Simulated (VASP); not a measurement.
# Hf2Sc3N (Cmmm) in VASP: notebook, part 3 of 3

VASP 6.6.1. The steps go on from the part before.

### 5 Single point, PBE

This run uses another cell than the first one, of 24.93 Å³/atom.

Contents of INCAR:

```
SYSTEM = Hf2Sc3N
  ALGO = Normal
  EDIFF = 1E-6
  ENCUT = 520
  GGA = PE
  ISIF = 2
  ISMEAR = 0
  LASPH = .TRUE.
  LCHARG = .TRUE.
  LELF = .TRUE.
  LREAL = .FALSE.
  LVHAR = .TRUE.
  LWAVE = .FALSE.
  NBANDS = 38
  NELM = 100
  PREC = Accurate
  SIGMA = 0.1
```

Contents of KPOINTS:

```
k-points
0
G
  8 8 8
  0 0 0
```

Contents of POSCAR:

```
Hf2Sc3N
1.0
    2.3478547838     -5.8995718575      0.0000000000
    2.3478547838      5.8995718575      0.0000000000
    0.0000000000      0.0000000000      5.3994079909
Hf Sc N
2 3 1
Direct
    0.5000000000      0.0000000000      0.5000000000
    0.0000000000      0.5000000000      0.5000000000
    0.6232924456      0.3767075544      0.0000000000
    0.3767075544      0.6232924456      0.0000000000
    0.5000000000      0.5000000000      0.5000000000
    0.0000000000      0.0000000000      0.0000000000
```

Potentials or basis: VASP PAW PBE potentials, release 64 (Hf_pv, Sc_sv, N).

Launch:

```console
> cat potpaw_PBE.64/Hf_pv/POTCAR potpaw_PBE.64/Sc_sv/POTCAR potpaw_PBE.64/N/POTCAR > POTCAR
> mpirun -np 1 vasp_std > vasp.out
```

OUTCAR:

```text
SYSTEM = Hf2Sc3N
   EDIFF = 1E-6
   ENCUT = 520
   GGA = PE
   ISIF = 2
   ISMEAR = 0
   LASPH = .TRUE.
   LREAL = .FALSE.
   NELM = 100
   PREC = Accurate

 ion  position               nearest neighbor table
   1  0.500  0.000  0.500-   2 2.35   2 2.35   5 3.17   5 3.17   3 3.30   4 3.30   4 3.30   3 3.30

   2  0.000  0.500  0.500-   1 2.35   1 2.35   5 3.17   5 3.17   3 3.30   4 3.30   4 3.30   3 3.30

   3  0.623  0.377  0.000-   4 2.91   5 3.07   5 3.07   2 3.30   1 3.30   2 3.30   1 3.30
   4  0.377  0.623  0.000-   3 2.91   5 3.07   5 3.07   2 3.30   1 3.30   2 3.30   1 3.30
   5  0.500  0.500  0.500-   3 3.07   4 3.07   3 3.07   4 3.07   1 3.17   2 3.17   1 3.17   2 3.17

   6  0.000  0.000  0.000-

  LATTYP: Found a base centered orthorhombic cell.
 ALAT       =     4.6957095676
 B/A-ratio  =     2.5127498933
 C/A-ratio  =     1.1498598696

  Lattice vectors:

 A1 = (   2.3478547838,  -5.8995718575,   0.0000000000)
 A2 = (   2.3478547838,   5.8995718575,   0.0000000000)
 A3 = (   0.0000000000,   0.0000000000,   5.3994079909)

Analysis of symmetry for initial positions (statically):
=====================================================================
 Subroutine PRICEL returns:
 Original cell was already a primitive cell.

 Routine SETGRP: Setting up the symmetry group for a
 base centered orthorhombic supercell.

 Subroutine GETGRP returns: Found  8 space group operations
 (whereof  8 operations were pure point group operations)
 out of a pool of  8 trial point group operations.

The static configuration has the point symmetry D_2h.

Analysis of symmetry for dynamics (positions and initial velocities):
=====================================================================
 Subroutine PRICEL returns:
 Original cell was already a primitive cell.

 Routine SETGRP: Setting up the symmetry group for a
 base centered orthorhombic supercell.

 Subroutine GETGRP returns: Found  8 space group operations
 (whereof  8 operations were pure point group operations)
 out of a pool of  8 trial point group operations.

The dynamic configuration has the point symmetry D_2h.

 Subroutine INISYM returns: Found  8 space group operations
 (whereof  8 operations are pure point group operations),
 and found     1 'primitive' translations

----------------------------------------------------------------------------------------

                                     Primitive cell

  volume of cell :     149.5781

  direct lattice vectors                    reciprocal lattice vectors
     2.347854784 -5.899571857  0.000000000     0.212960360 -0.084751913  0.000000000
     2.347854784  5.899571857  0.000000000     0.212960360  0.084751913  0.000000000
     0.000000000  0.000000000  5.399407991     0.000000000  0.000000000  0.185205490

  length of vectors
     6.349596065  6.349596065  5.399407991     0.229205152  0.229205152  0.185205490

  position of ions in fractional coordinates (direct lattice)
     0.500000000  0.000000000  0.500000000
     0.000000000  0.500000000  0.500000000
     0.623292446  0.376707554  0.000000000
     0.376707554  0.623292446  0.000000000
     0.500000000  0.500000000  0.500000000
     0.000000000  0.000000000  0.000000000
[... 37 lines left out ...]
            Coordinates               Weight
  0.000000  0.000000  0.000000      1.000000
  0.125000  0.000000  0.000000      4.000000
  0.250000  0.000000  0.000000      4.000000
  0.375000  0.000000  0.000000      4.000000
  0.500000  0.000000  0.000000      2.000000
  0.125000  0.125000  0.000000      2.000000
[... 16 lines left out ...]
  0.125000  0.000000  0.125000      8.000000
  0.250000  0.000000  0.125000      8.000000
 [... further k-points ...]
   k-points           NKPTS =    105   k-points in BZ     NKDIM =    105   number of bands    NBANDS=     38
   number of dos      NEDOS =    301   number of ions     NIONS =      6
   total plane-waves  NPLWV =  92160
   dimension x,y,z NGX =    48 NGY =   48 NGZ =   40
   dimension x,y,z NGXF=    96 NGYF=   96 NGZF=   80
   ions per type =               2   3   1
   NGX,Y,Z   is equivalent  to a cutoff of  12.57, 12.57, 12.32 a.u.
   NGXF,Y,Z  is equivalent  to a cutoff of  25.13, 25.13, 24.63 a.u.
 SYSTEM =  Hf2Sc3N
   PREC   = accura    normal or accurate (medium, high low for compatibility)
   ISTART =      0    job   : 0-new  1-cont  2-samecut
   ICHARG =      2    charge: 1-file 2-atom 10-const
   ISPIN  =      1    spin polarized calculation?
   LNONCOLLINEAR =      F non collinear calculations
   LSORBIT =      F    spin-orbit coupling
   LASPH  =      T    aspherical Exc in radial PAW
   ENCUT  =  520.0 eV  38.22 Ry    6.18 a.u.  11.81 11.81 10.04*2*pi/ulx,y,z
   NELM   =    100;   NELMIN=  2; NELMDL= -5     # of ELM steps
   EDIFF  = 0.1E-05   stopping-criterion for ELM
   LREAL  =      F    real-space projection
   EDIFFG = 0.1E-04   stopping-criterion for IOM
   NSW    =      0    number of steps for IOM
   IBRION =     -1    ionic relax: 0-MD 1-quasi-New 2-CG
   NFREE  =      0    steps in history (QN), initial steepest desc. (CG)
   ISIF   =      2    stress and relaxation
   ISYM   =      2    0-nonsym 1-usesym 2-fastsym
   POTIM  = 0.5000    time-step for ionic-motion
   TEBEG  =    0.0;   TEEND  =   0.0 temperature during run
   PSTRESS=    0.0 pullay stress
   NELECT =      58.0000    total number of electrons
   NUPDOWN=      -1.0000    fix difference up-down
   EMIN   =  10.00;   EMAX   =-10.00  energy-range for DOS
   EFERMI =   0.00;   METHOD = LEGACY
   ISMEAR =     0;   SIGMA  =   0.10  broadening in eV -4-tet -1-fermi 0-gaus
   EFERMI_NEDOS =   21; number of points for ismear=-14 and -15
   IALGO  =     38    algorithm
   IMIX   =      4    mixing-type and parameters
     AMIX     =   0.40;   BMIX     =  1.00
     AMIX_MAG =   1.60;   BMIX_MAG =  1.00
  volume/ion in A,a.u.               =      24.93       168.23
  Fermi-wavevector in a.u.,A,eV,Ry     =   1.193791  2.255937 19.390157  1.425136
  Thomas-Fermi vector in A             =   2.329797
   LORBIT       =      0    0 simple, 1 ext, 2 COOP (PROOUT), +10 PAW based schemes
   GGA     = PE    functional components
   LHFCALC =     F    Hartree Fock is set to
   AEXX    =    0.0000 exact exchange contribution
   IVDW    =     0    specifies the selected vdW correction
   LEPSILON=     F    determine dielectric tensor
   LRPA    =     F    only Hartree local field effects (RPA)
 non-spin polarized calculation
 Gauss-broadening in eV      SIGMA  =   0.10
  energy-cutoff  :      520.00
  volume of cell :      149.58
 maximum number of plane-waves:      4050
   NGX = 23   NGY = 23   NGZ = 21

 number of electron      58.0000004 magnetization

 Free energy of the ion-electron system (eV)
  ---------------------------------------------------
  ext. energy  EPLUGINS =         0.00000000
  ---------------------------------------------------
  free energy    TOTEN  =       -39.30157231 eV

  energy without entropy =      -39.25443905  energy(sigma->0) =      -39.27800568

 E-fermi :   2.7555     XC(G=0):  -9.5659

 val. band max:        2.7551262638   @ k =   0.2500   0.1250   0.0000
 cond. band min:       2.7570926627   @ k =   0.2500   0.0000   0.0000
 fundamental gap:      0.0019663988
 Fermi energy:         2.7554756250

 k-point     1 :       0.0000    0.0000    0.0000
  band No.  band energies     occupation
      1     -47.1009      2.00000
      2     -47.0502      2.00000
      3     -47.0079      2.00000
      4     -29.6458      2.00000
      5     -27.6024      2.00000
      6     -27.5625      2.00000
[... 973 lines left out ...]
     37       4.4022      0.00000
     38       4.7180      0.00000

 [... further k-points ...]

------------------------ aborting loop because EDIFF is reached ----------------------------------------

  FORCE on cell =-STRESS in cart. coord.  units (eV):
  Direction    XX          YY          ZZ          XY          YZ          ZX
  --------------------------------------------------------------------------------------
  -------------------------------------------------------------------------------------
  Total       -0.2411791      0.0372495      0.0025063      0.0000000      0.0000000      0.0000000
  in kB       -2.5833453      0.3989914      0.0268453      0.0000000      0.0000000      0.0000000
  external PRESSURE =      -0.7191696 kB  Pullay stress =       0.0000000 kB

 VOLUME and BASIS-vectors are now :
 -----------------------------------------------------------------------------
  energy-cutoff  :      520.00
  volume of cell :      149.58
      direct lattice vectors                 reciprocal lattice vectors
     2.347854784 -5.899571857  0.000000000     0.212960360 -0.084751913  0.000000000
     2.347854784  5.899571857  0.000000000     0.212960360  0.084751913  0.000000000
     0.000000000  0.000000000  5.399407991     0.000000000  0.000000000  0.185205490

 POSITION                                       TOTAL-FORCE (eV/Angst)
 -----------------------------------------------------------------------------------
      1.17393     -2.94979      2.69970        -0.000000      0.000000      0.000000
      1.17393      2.94979      2.69970         0.000000      0.000000      0.000000
      2.34785     -1.45475      0.00000         0.000000     -0.004762      0.000000
      2.34785      1.45475      0.00000         0.000000      0.004762      0.000000
      2.34785      0.00000      2.69970         0.000000      0.000000      0.000000
      0.00000      0.00000      0.00000         0.000000      0.000000      0.000000
 -----------------------------------------------------------------------------------
    total drift:                               -0.000000     -0.000000     -0.000000

  FREE ENERGIE OF THE ION-ELECTRON SYSTEM (eV)
  ---------------------------------------------------
  free  energy   TOTEN  =       -39.3015723061 eV

  energy  without entropy=      -39.2544390490  energy(sigma->0) =      -39.27800568
```

Run time: 11 min. Hardware: 1 thread of AMD EPYC 9R45 (Zen 5), shared host; peak memory 0.63 GiB.

Results:

| Property | Result |
| --- | --- |
| Free energy | -39.3016 eV |
| Pressure | -0.1 GPa |
| Largest force | 0.005 eV/Å |
| Band gap on the k mesh | zero (bands 29 and 30 overlap by 0.36 eV) |

Forces in eV/Å, atoms in the order of the input:
```
Hf   0.000  0.000  0.000
Hf   0.000  0.000  0.000
Sc   0.000 -0.005  0.000
Sc   0.000  0.005  0.000
Sc   0.000  0.000  0.000
N    0.000  0.000  0.000
```

Stress tensor (GPa, compression positive):
```
-0.26  0.00  0.00
 0.00  0.04  0.00
 0.00  0.00  0.00
```

Levels at points of the mesh, in eV from the Fermi level:
```csv
k point,band 25,band 26,band 27,band 28,band 29,band 30,band 31,band 32,band 33,band 34
"(0.00, 0.00, 0.00)",-1.89,-1.48,-1.33,-0.43,-0.36,0.08,0.15,0.29,0.32,0.93
"(0.50, 0.00, 0.00)",-0.46,-0.36,-0.25,-0.19,0.13,0.13,0.54,0.57,0.79,0.87
"(0.50, 0.50, 0.00)",-1.84,-1.61,-0.53,-0.39,-0.39,0.35,0.50,0.58,0.60,0.70
"(0.00, 0.00, 0.50)",-2.07,-1.88,-1.10,-0.20,-0.19,-0.08,0.58,0.75,0.94,1.20
"(0.50, 0.00, 0.50)",-1.10,-0.84,-0.62,-0.35,-0.27,0.36,0.74,0.84,0.84,1.06
"(0.50, 0.50, 0.50)",-1.72,-1.17,-0.98,-0.42,-0.05,-0.03,0.22,0.23,0.26,0.64
```

Caveat: spin-orbit coupling is left out, which moves the levels of the heavy elements.

### 6 Overview

| task | cell | k mesh | cutoff (eV) | gap on the mesh (eV) | pressure (GPa) | largest force (eV/Å) |
| --- | --- | --- | --- | --- | --- | --- |
| single point | a = 6.379, b = 6.379, c = 5.356 Å, angles 90.0, 90.0, 136.0°, 6 atoms, atomic positions A | 4 × 4 × 4 | 520 | none | -0.3 | 0.02 |
| single point | a = 5.322, b = 5.322, c = 4.266 Å, angles 90.0, 90.0, 121.9°, 6 atoms, atomic positions B | 4 × 4 × 4 | 520 | none | 32.4 | 0.62 |
| relaxation of cell and atoms | relaxed from a = 5.322, b = 5.322, c = 4.266 Å, angles 90.0, 90.0, 121.9°, 6 atoms, atomic positions B | 4 × 4 × 4 | 600 | none | 0.0 | 0.02 |
| single point | a = 6.350, b = 6.350, c = 5.399 Å, angles 90.0, 90.0, 136.6°, 6 atoms, atomic positions A | 8 × 8 × 8 | 520 | none | -0.1 | - |

Alike in all rows: level PBE; potentials or basis VASP PAW PBE potentials, release 64 (Hf_pv, Sc_sv, N); no spin polarisation; smearing gaussian 0.1 eV.

Caveats: some runs use coarse meshes; spin-orbit coupling is left out, which moves the levels of the heavy elements; the volume moved by over 15 % at a fixed basis, so the end points are rough (at least some runs).

Absolute energies hang on the potentials; compare differences alone.
